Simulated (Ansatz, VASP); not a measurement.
# Two plane-wave programs on F

```
F
1.0
     2.89766   -1.77565   -0.22349
     2.89766    1.77565   -0.22349
    -2.14582    0.00000    7.09734
F
4
Direct
  0.08485 0.08485 0.09400
  0.91515 0.91515 0.90600
  0.50157 0.50157 0.59372
  0.49843 0.49843 0.40628
```

Change from the starting cell: volume 17.833 Å^3 an atom, stretch along a over the lengths across it, relative to the relaxed cell 0.9379.

Alike in both runs: task single point; functional PBEsol; k mesh 4 × 4 × 2; occupations gaussian, width 0.05 eV; no spin polarisation.

```csv
,VASP,Ansatz
version,VASP 6.6.1,Ansatz 0.2.0
potentials or method,"VASP PAW PBE potentials, release 64 (F), cutoff 520 eV","scalar-relativistic, plane waves, PAW"
valence electrons in the cell,28,28
```

```csv
,VASP,Ansatz,Ansatz less VASP
gap on the k mesh at the Fermi level (eV),3.14,3.22,+0.084
least direct gap on the mesh (eV),3.22,3.30,+0.084
pressure (GPa),1.9,1.5,-0.44
"traceless stress, the component that is largest in VASP (GPa)",3.81,2.19,-1.618
rms of the force components (eV/Å),0.643,0.373,-0.2708
```

VASP's potentials were made for PBE, not for PBEsol. Atom by atom the forces differ by 0.271 eV/Å (rms over components). The functional is the same, so the differences come from potentials, cutoffs and numerics.

The k mesh is coarse, so the values compare programs but aren't converged.
